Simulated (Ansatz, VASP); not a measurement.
Tl2Zn in VASP and in Ansatz

```xyz
6
Lattice="4.5815 0.0000 0.0000 0.0000 4.5815 0.0000 0.0000 0.0000 7.8781" Properties=species:S:1:pos:R:3 pbc="T T T"
Zn    0.0000    2.2908    5.7601
Zn    2.2908    0.0000    2.1180
Tl    0.0000    0.0000    0.0000
Tl    2.2908    2.2908    0.0000
Tl    0.0000    2.2908    2.8443
Tl    2.2908    0.0000    5.0338
```

Alike in both runs: functional PBE; k mesh 8 × 8 × 6; occupations gaussian, width 0.1 eV; no spin polarisation.

Ansatz relaxed the structure, and its values are those at the end. VASP's run is a single point on that final structure, the one shown.

|  | VASP | Ansatz |
| --- | --- | --- |
| version | VASP 6.6.1 | Ansatz 0.2.0 |
| potentials or method | VASP PAW PBE potentials, release 64 (Zn, Tl_d), cutoff 520 eV | scalar-relativistic, plane waves, PAW |
| valence electrons in the cell | 76 | 76 |

|  | VASP | Ansatz | Ansatz less VASP |
| --- | --- | --- | --- |
| gap on the k mesh at the Fermi level (eV) | none | none | - |
| pressure (GPa) | 0.0 | 0.0 | +0.01 |

A gap of «none» marks a metal or a gap that the smearing closes.

Spin-orbit coupling is off throughout.
